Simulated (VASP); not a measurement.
A run of VASP 6.6.1 is set up as follows.

Contents of INCAR:

```
ALGO = Normal
EDIFF = 1E-6
ENCUT = 520
GGA = PE
ISIF = 2
ISMEAR = -1
LASPH = T
LCHARG = F
LREAL = Auto
LWAVE = F
NBANDS = 186
NELECT = 320.0
NELM = 100
PREC = Accurate
SIGMA = 0.01
```

KPOINTS

```
k-points
0
Gamma
  1 1 1
```

File POSCAR:

```
La16HO24
1.0
    7.8811453700     -0.0000000600      0.0000000000
   -3.9405726400      6.8252721300      0.0000000000
    0.0000000000      0.0000000000     12.3757188400
La O H
16 24 1
Direct
    0.3302565122      0.1580446903      0.3748540234
    0.1883448741      0.3350427599      0.0990245509
    0.3368329761      0.1595980350      0.8722412928
    0.1678061246      0.3272911274      0.6239151115
    0.3345527125      0.6668841818      0.3768598059
    0.1700648596      0.8266123171      0.1245612493
    0.3366258391      0.6638489915      0.8729379796
    0.1626320898      0.8250529653      0.6239353124
    0.8070006224      0.1463323410      0.3944326841
    0.6762830458      0.3259642983      0.1273479157
    0.8318829836      0.1591823783      0.8734111642
    0.6669226280      0.3319776848      0.6251124561
    0.8336680077      0.6594271942      0.3758931550
    0.6760399766      0.8383825482      0.1276403432
    0.8337238229      0.6600217492      0.8780847513
    0.6664617079      0.8221055415      0.6259123288
    0.3352467521      0.1646000333      0.1775668976
    0.1546489327      0.3271950139      0.3204322150
   -0.0005692496     -0.0023588803     -0.0001305783
    0.3331693399      0.1594017058      0.6786668402
    0.1688165312      0.3277157258      0.8231960609
   -0.0001643942     -0.0067273508      0.4998995275
    0.3360427359      0.6574703447      0.1780680402
    0.1682578644      0.8285515804      0.3187334854
    0.0003524386      0.4919106427     -0.0006987069
    0.3330826216      0.6615682033      0.6782801152
    0.1674005138      0.8273840079      0.8218771880
   -0.0039373822      0.4974743769      0.5008789453
    0.8611138013      0.1781568600      0.1908766699
    0.6625283747      0.3225395263      0.3240082497
    0.5172768595      0.0002218272      0.0034253364
    0.8298783439      0.1585850394      0.6738288182
    0.6677786875      0.3281253842      0.8190865622
    0.4917749216     -0.0095984408      0.4925114314
    0.8341982964      0.6605263445      0.1807527327
    0.6648955657      0.8291253348      0.3236567550
    0.5029146073      0.4957860970     -0.0016391775
    0.8326475845      0.6602623257      0.6802008925
    0.6677221779      0.8266779599      0.8188292843
    0.4887086922      0.4885714395      0.4991265623
    0.0462035700      0.2931972476      0.2661144813
```

Potentials or basis: VASP PAW PBE potentials, release 64 (La, O, H).

Launch:

```bash
$ cat potpaw_PBE.64/La/POTCAR potpaw_PBE.64/O/POTCAR potpaw_PBE.64/H/POTCAR > POTCAR
$ mpirun -np 1 vasp_gam > vasp.out
```

(1) Estimate the largest force.

Answers

(1) 0.310 eV/Å.

Caveat: the k points lie up to 0.92 Å⁻¹ apart; the cell carries a net charge on a neutralising background, which shifts energy and pressure.
